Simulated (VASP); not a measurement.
# O (C2/m) in VASP: further runs

Runs on O. Level: PBE. Tasks: single point.

All numbers are computed with VASP 6.6.1; they aren't measurements. Logs are shortened: lines on timing, memory, paths and dates and some standing lists are left out, and cuts for length are marked.

## Step 1: The cell of the first run

Symmetry: C2/m, No. 12, monoclinic system. Conventional cell: a = 5.703 Å, b = 3.325 Å, c = 4.363 Å, α = 90.00°, β = 123.29°, γ = 90.00°. O (site symmetry m) has 1 O at 1.22 Å within 1.6 Å.

## Step 2: Single point, PBE, collinear spin, ferromagnetic start

INCAR

```
PREC = Accurate
ENCUT = 520
EDIFF = 1E-6
ISMEAR = -1
SIGMA = 0.05
LREAL = False
LASPH = True
NELM = 150
ALGO = Normal
ISIF = 2
LWAVE = False
LCHARG = False
ISPIN = 2
MAGMOM = 0.7 0.7
LORBIT = 11
NUPDOWN = 1.4
GGA = PE
NBANDS = 17
```

KPOINTS

```
regular mesh
0
Gamma
  10 10 8
```

POSCAR

```
O
1.0
    2.8514028533     -1.6624159400      0.0000000000
    2.8514028533      1.6624159400      0.0000000000
   -2.3944914034      0.0000000000      3.6470501824
O
2
Direct
    0.0254538300      0.0254538300      0.1555740200
    0.9745461700      0.9745461700      0.8444259800
```

Potentials or basis: VASP PAW PBE potentials, release 64 (O).

Launch:

```bash
> cat potpaw_PBE.64/O/POTCAR > POTCAR
> mpirun -np 1 vasp_std > vasp.out
```

OUTCAR:

```text
PREC = Accurate
   ENCUT = 520
   EDIFF = 1E-6
   ISMEAR = -1
   LREAL = False
   LASPH = True
   NELM = 150
   ISIF = 2
   ISPIN = 2
   LORBIT = 11
   NUPDOWN = 1.4
   GGA = PE

 ion  position               nearest neighbor table
   1  0.025  0.025  0.156-   2 1.22
   2  0.975  0.975  0.844-   1 1.22

  LATTYP: Found a base centered monoclinic cell.
 ALAT       =     5.7028057066
 B/A-ratio  =     0.5830168607
 C/A-ratio  =     0.7650377976
 COS(beta)  =    -0.5488350190

  Lattice vectors:

 A1 = (   2.8514028533,  -1.6624159400,   0.0000000000)
 A2 = (   2.8514028533,   1.6624159400,   0.0000000000)
 A3 = (  -2.3944914034,   0.0000000000,   3.6470501824)

Analysis of symmetry for initial positions (statically):
=====================================================================
 Subroutine PRICEL returns:
 Original cell was already a primitive cell.

 Routine SETGRP: Setting up the symmetry group for a
 base centered monoclinic supercell.

 Subroutine GETGRP returns: Found  4 space group operations
 (whereof  4 operations were pure point group operations)
 out of a pool of  4 trial point group operations.

The static configuration has the point symmetry C_2h.

Analysis of symmetry for dynamics (positions and initial velocities):
=====================================================================
 Subroutine PRICEL returns:
 Original cell was already a primitive cell.

 Routine SETGRP: Setting up the symmetry group for a
 base centered monoclinic supercell.

 Subroutine GETGRP returns: Found  4 space group operations
 (whereof  4 operations were pure point group operations)
 out of a pool of  4 trial point group operations.

The dynamic configuration has the point symmetry C_2h.

Analysis of structural, dynamic, and magnetic symmetry:
=====================================================================
 Subroutine PRICEL returns:
 Original cell was already a primitive cell.

 Routine SETGRP: Setting up the symmetry group for a
 base centered monoclinic supercell.

 Subroutine GETGRP returns: Found  4 space group operations
 (whereof  4 operations were pure point group operations)
 out of a pool of  4 trial point group operations.

The overall configuration has the point symmetry C_2h.

 Subroutine INISYM returns: Found  4 space group operations
 (whereof  4 operations are pure point group operations),
 and found     1 'primitive' translations

----------------------------------------------------------------------------------------

                                     Primitive cell

  volume of cell :      34.5756

  direct lattice vectors                    reciprocal lattice vectors
     2.851402853 -1.662415940  0.000000000     0.175352283 -0.300767087  0.115128532
     2.851402853  1.662415940  0.000000000     0.175352283  0.300767087  0.115128532
    -2.394491403  0.000000000  3.647050182     0.000000000  0.000000000  0.274194198

  length of vectors
     3.300624939  3.300624939  4.362861918     0.366693118  0.366693118  0.274194198

  position of ions in fractional coordinates (direct lattice)
     0.025453830  0.025453830  0.155574020
     0.974546170  0.974546170  0.844425980

  ion indices of the primitive-cell ions
   primitive index   ion index
                 1           1
                 2           2

----------------------------------------------------------------------------------------

 KPOINTS: regular mesh

Automatic generation of k-mesh.
 Grid dimensions read from file:
 generate k-points for:   10   10    8

 Generating k-lattice:

  Cartesian coordinates                     Fractional coordinates (reciprocal lattice)
     0.017535228 -0.030076709  0.011512853     0.100000000  0.000000000  0.000000000
     0.017535228  0.030076709  0.011512853     0.000000000  0.100000000  0.000000000
     0.000000000  0.000000000  0.034274275     0.000000000  0.000000000  0.125000000

  Length of vectors
     0.036669312  0.036669312  0.034274275

  Shift w.r.t. Gamma in fractional coordinates (k-lattice)
     0.000000000  0.000000000  0.000000000

 Subroutine IBZKPT returns following result:
 ===========================================

 Found    227 irreducible k-points:

 Following reciprocal coordinates:
            Coordinates               Weight
  0.000000  0.000000  0.000000      1.000000
  0.100000  0.000000  0.000000      4.000000
  0.200000  0.000000  0.000000      4.000000
  0.300000  0.000000 -0.000000      4.000000
  0.400000  0.000000  0.000000      4.000000
  0.500000  0.000000 -0.000000      2.000000
[... 16 lines left out ...]
  0.300000  0.300000 -0.000000      2.000000
  0.400000  0.300000  0.000000      4.000000
 [... further k-points ...]
   k-points           NKPTS =    227   k-points in BZ     NKDIM =    227   number of bands    NBANDS=     17
   number of dos      NEDOS =    301   number of ions     NIONS =      2
   total plane-waves  NPLWV =  25088
   dimension x,y,z NGX =    28 NGY =   28 NGZ =   32
   dimension x,y,z NGXF=    56 NGYF=   56 NGZF=   64
   ions per type =               2
   NGX,Y,Z   is equivalent  to a cutoff of  14.10, 14.10, 12.19 a.u.
   NGXF,Y,Z  is equivalent  to a cutoff of  28.21, 28.21, 24.39 a.u.
 SYSTEM =  unknown system
   PREC   = accura    normal or accurate (medium, high low for compatibility)
   ISTART =      0    job   : 0-new  1-cont  2-samecut
   ICHARG =      2    charge: 1-file 2-atom 10-const
   ISPIN  =      2    spin polarized calculation?
   LNONCOLLINEAR =      F non collinear calculations
   LSORBIT =      F    spin-orbit coupling
   LASPH  =      T    aspherical Exc in radial PAW
   ENCUT  =  520.0 eV  38.22 Ry    6.18 a.u.   6.14  6.14  8.11*2*pi/ulx,y,z
   NELM   =    150;   NELMIN=  2; NELMDL= -5     # of ELM steps
   EDIFF  = 0.1E-05   stopping-criterion for ELM
   LREAL  =      F    real-space projection
   EDIFFG = 0.1E-04   stopping-criterion for IOM
   NSW    =      0    number of steps for IOM
   IBRION =     -1    ionic relax: 0-MD 1-quasi-New 2-CG
   NFREE  =      0    steps in history (QN), initial steepest desc. (CG)
   ISIF   =      2    stress and relaxation
   ISYM   =      2    0-nonsym 1-usesym 2-fastsym
   POTIM  = 0.5000    time-step for ionic-motion
   TEBEG  =    0.0;   TEEND  =   0.0 temperature during run
   PSTRESS=    0.0 pullay stress
   NELECT =      12.0000    total number of electrons
   NUPDOWN=       1.4000    fix difference up-down
   EMIN   =  10.00;   EMAX   =-10.00  energy-range for DOS
   EFERMI =   0.00;   METHOD = LEGACY
   ISMEAR =    -1;   SIGMA  =   0.05  broadening in eV -4-tet -1-fermi 0-gaus
   EFERMI_NEDOS =   21; number of points for ismear=-14 and -15
   IALGO  =     38    algorithm
   IMIX   =      4    mixing-type and parameters
     AMIX     =   0.40;   BMIX     =  1.00
     AMIX_MAG =   1.60;   BMIX_MAG =  1.00
  volume/ion in A,a.u.               =      17.29       116.66
  Fermi-wavevector in a.u.,A,eV,Ry     =   1.150479  2.174089 18.008688  1.323601
  Thomas-Fermi vector in A             =   2.287142
   LORBIT       =     11    0 simple, 1 ext, 2 COOP (PROOUT), +10 PAW based schemes
   GGA     = PE    functional components
   LHFCALC =     F    Hartree Fock is set to
   AEXX    =    0.0000 exact exchange contribution
   IVDW    =     0    specifies the selected vdW correction
   LEPSILON=     F    determine dielectric tensor
   LRPA    =     F    only Hartree local field effects (RPA)
 spin polarized calculation
  energy-cutoff  :      520.00
  volume of cell :       34.58
 maximum number of plane-waves:       958
 NGX is ok and might be reduce to    28
   NGX = 13   NGY = 13   NGZ = 17

 number of electron      11.9999999 magnetization       1.4000000

 Free energy of the ion-electron system (eV)
  ---------------------------------------------------
  ext. energy  EPLUGINS =         0.00000000
  ---------------------------------------------------
  free energy    TOTEN  =        -9.51686837 eV

  energy without entropy =       -9.49201181  energy(sigma->0) =       -9.50444009

 E-fermi :  -1.3511     XC(G=0):  -7.4091

 val. band max:       -1.3532094703   @ k =  -0.3000  -0.0000   0.2500
 cond. band min:      -2.2036679041   @ k =   0.2000   0.0000   0.2500
 fundamental gap:     -0.8504584338
 Fermi energy:        -2.2091610220

 spin component 1

 k-point     1 :       0.0000    0.0000    0.0000
  band No.  band energies     occupation
      1     -28.6246      1.00000
      2     -16.1238      1.00000
      3      -9.8303      1.00000
      4      -8.7627      1.00000
      5      -8.4850      1.00000
      6      -2.7798      0.99999
[... 9 lines left out ...]
     16      21.1552      0.00000
     17      21.7838      0.00000
[... 441 lines left out ...]
 k-point    24 :       0.4000    0.3000    0.0000
  band No.  band energies     occupation
      1     -28.5169      1.00000
      2     -16.2814      1.00000
      3      -9.7571      1.00000
      4      -9.0768      1.00000
      5      -8.7847      1.00000
      6      -2.6844      0.99993
[... 9 lines left out ...]
     16      22.7415      0.00000
     17      23.6399      0.00000

 [... further k-points ...]

 spin component 2

 k-point     1 :       0.0000    0.0000    0.0000
  band No.  band energies     occupation
      1     -27.7783      1.00000
      2     -14.8463      1.00000
      3      -9.2477      1.00000
      4      -7.4764      1.00000
      5      -7.0214      1.00000
      6      -0.9168      0.00017
[... 9 lines left out ...]
     16      21.5001      0.00000
     17      22.0612      0.00000
[... 441 lines left out ...]
 k-point    24 :       0.4000    0.3000    0.0000
  band No.  band energies     occupation
      1     -27.6687      1.00000
      2     -15.0212      1.00000
      3      -8.7935      1.00000
      4      -7.9190      1.00000
      5      -7.6966      1.00000
      6      -0.8284      0.00003
[... 9 lines left out ...]
     16      23.0566      0.00000
     17      24.0130      0.00000

 [... further k-points ...]

------------------------ aborting loop because EDIFF is reached ----------------------------------------

  FORCE on cell =-STRESS in cart. coord.  units (eV):
  Direction    XX          YY          ZZ          XY          YZ          ZX
  --------------------------------------------------------------------------------------
  -------------------------------------------------------------------------------------
  Total        0.2914573     -0.4126217      0.7876213      0.0000000      0.0000000     -0.2347977
  in kB       13.5056488    -19.1202112     36.4970724      0.0000000      0.0000000    -10.8801361
  external PRESSURE =      10.2941700 kB  Pullay stress =       0.0000000 kB

 VOLUME and BASIS-vectors are now :
 -----------------------------------------------------------------------------
  energy-cutoff  :      520.00
  volume of cell :       34.58
      direct lattice vectors                 reciprocal lattice vectors
     2.851402853 -1.662415940  0.000000000     0.175352283 -0.300767087  0.115128532
     2.851402853  1.662415940  0.000000000     0.175352283  0.300767087  0.115128532
    -2.394491403  0.000000000  3.647050182     0.000000000  0.000000000  0.274194198

 POSITION                                       TOTAL-FORCE (eV/Angst)
 -----------------------------------------------------------------------------------
     -0.22736      0.00000      0.56739        -0.227433      0.000000      0.712556
      3.53568      0.00000      3.07966         0.227433      0.000000     -0.712556
 -----------------------------------------------------------------------------------
    total drift:                                0.000000      0.000000      0.000000

  FREE ENERGIE OF THE ION-ELECTRON SYSTEM (eV)
  ---------------------------------------------------
  free  energy   TOTEN  =        -9.5168683702 eV

  energy  without entropy=       -9.4920118061  energy(sigma->0) =       -9.50444009

 total charge

# of ion       s       p       d       tot
------------------------------------------
    1        1.614   3.285   0.000   4.899
    2        1.614   3.285   0.000   4.899
--------------------------------------------------
tot          3.228   6.569   0.000   9.798

 magnetization (x)

# of ion       s       p       d       tot
------------------------------------------
    1        0.007   0.563   0.000   0.571
    2        0.007   0.563   0.000   0.571
--------------------------------------------------
tot          0.015   1.126   0.000   1.141
```

Wall time 98 s (1 thread of Intel Xeon 6975P-C (Granite Rapids), shared host); peak memory 0.29 GiB.

Results:

```
Free energy                                           : -9.5169 eV
Pressure                                              : 1.0 GPa
Largest force                                         : 0.748 eV/Å
Net moment                                            : 1.40 μB per cell
Site moments                                          : O +0.57 μB
Valence electrons inside the program's atomic spheres : O 4.90
```

Forces on the atoms (eV/Å):
```
O   -0.227  0.000  0.713
O    0.227  0.000 -0.713
```

Stress tensor (GPa, compression positive):
```
 1.35  0.00 -1.09
 0.00 -1.91  0.00
-1.09  0.00  3.65
```

Caveat: the standard files for N, O and F lose accuracy on very short bonds; this functional lacks dispersion, which holds the molecules together, so the pressure and a relaxed volume are unreliable; the total moment is fixed, so each spin has its own Fermi level.

## Step 3: Single point, PBE, collinear spin, ferromagnetic start

INCAR

```
SYSTEM = O
PREC = Accurate
ENCUT = 520
EDIFF = 1E-6
ISMEAR = -1
SIGMA = 0.05
LREAL = .False.
LASPH = .True.
NELM = 150
ALGO = Normal
ISIF = 2
LWAVE = .False.
LCHARG = .False.
ISPIN = 2
MAGMOM = 0.85 0.85
LORBIT = 11
NUPDOWN = 1.7
GGA = PE
NBANDS = 17
```

KPOINTS

```
Automatic mesh
0
Gamma
  10 10 8
  0 0 0
```

POSCAR is that of step 2.

Potentials or basis: VASP PAW PBE potentials, release 64 (O).

Launch:

```bash
> cat potpaw_PBE.64/O/POTCAR > POTCAR
> mpirun -np 1 vasp_std > vasp.out
```

It took 98 s on 1 thread of Intel Xeon 6975P-C (Granite Rapids), shared host; peak memory 0.29 GiB.

It converged, with:

```
Free energy                                           : -9.6716 eV
Pressure                                              : 1.6 GPa
Largest force                                         : 0.752 eV/Å
Net moment                                            : 1.70 μB per cell
Site moments                                          : O +0.69 μB
Valence electrons inside the program's atomic spheres : O 4.90
```

Forces on the atoms (eV/Å):
```
O   -0.233  0.000  0.715
O    0.233  0.000 -0.715
```

Stress tensor (GPa, compression positive):
```
 1.35  0.00 -1.10
 0.00 -0.44  0.00
-1.10  0.00  3.81
```

Caveat: the standard files for N, O and F lose accuracy on very short bonds; this functional lacks dispersion, which holds the molecules together, so the pressure and a relaxed volume are unreliable; the total moment is fixed, so each spin has its own Fermi level.

(Continued in part 2 of 2.)
